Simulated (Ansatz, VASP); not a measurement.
## HfSiO4: VASP beside Ansatz

```
Hf Si O
1.0
    -3.28625    3.28625    2.98160
     3.28625   -3.28625    2.98160
     3.28625    3.28625   -2.98160
Hf Si O
2 2 8
Direct
  0.75000 0.25000 0.50000
  0.00000 0.00000 0.00000
  0.25000 0.75000 0.50000
  0.50000 0.50000 0.00000
  0.13530 0.31980 0.81550
  0.06980 0.75430 0.68450
  0.50430 0.31980 0.18450
  0.06980 0.38530 0.31550
  0.61470 0.93020 0.68450
  0.68020 0.86470 0.18450
  0.24570 0.93020 0.31550
  0.68020 0.49570 0.81550
```

Alike in both runs: task single point; functional PBE; k mesh 4 × 4 × 4; occupations gaussian, width 0.1 eV; no spin polarisation.

```csv
,VASP,Ansatz
version,VASP 6.6.1,Ansatz 0.2.0
potentials or method,"VASP PAW PBE potentials, release 64 (Hf_pv, Si, O), cutoff 520 eV","scalar-relativistic, plane waves, PAW"
valence electrons in the cell,76,108
```

|  | VASP | Ansatz | Ansatz less VASP |
| --- | --- | --- | --- |
| gap on the k mesh at the Fermi level (eV) | 5.41 | 5.47 | +0.055 |
| least direct gap on the mesh (eV) | 5.79 | 5.84 | +0.059 |
| pressure (GPa) | 5.8 | 7.5 | +1.69 |
| traceless stress, the component that is largest in VASP (GPa) | 0.77 | 0.53 | -0.243 |
| rms of the force components (eV/Å) | 0.250 | 0.158 | -0.0917 |

Atom by atom the forces differ by 0.093 eV/Å (rms over components). VASP's potentials hold 76 valence electrons a cell and Ansatz's 108, so a difference there can come from the potentials and not from the codes.

Spin-orbit coupling is off throughout.
